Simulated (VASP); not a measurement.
Ni, 1 atom in the cell. The structure is cubic, space group Fm-3m (No. 225). The conventional cell has a = 3.545 Å, b = 3.545 Å, c = 3.545 Å, α = 90.00°, β = 90.00°, γ = 90.00°. Within 3.3 Å of Ni (site symmetry m-3m) lie 12 Ni at 2.51 Å. 

- Program: VASP 6.6.1
- Task: single point
- Functional: LDA
- Potentials or basis: VASP PAW LDA potentials, release 64 (Ni)
- Cutoff: 600 eV
- k mesh: 8 × 8 × 8
- Occupations: fermi-dirac, width 0.1 eV
- Spin: no spin polarisation
- Dipole correction: no
- Further INCAR settings: ALGO = Normal; EDIFF = 1e-06; NBANDS = 11

Potentials or basis: VASP PAW LDA potentials, release 64 (Ni).

Launch:

```console
$ cat potpaw_LDA.64/Ni/POTCAR > POTCAR
$ mpirun -np 1 vasp_std > vasp.out
```

Hardware: 1 thread of Intel(R) Xeon(R) Platinum 8488C (Sapphire Rapids) (shared host).

Question: Estimate the wall time of this run.

Answer: It took 5 s on 1 thread of Intel(R) Xeon(R) Platinum 8488C (Sapphire Rapids) (shared host), peak memory 0.12 GiB. Counts: scf iterations 12, k points 29.
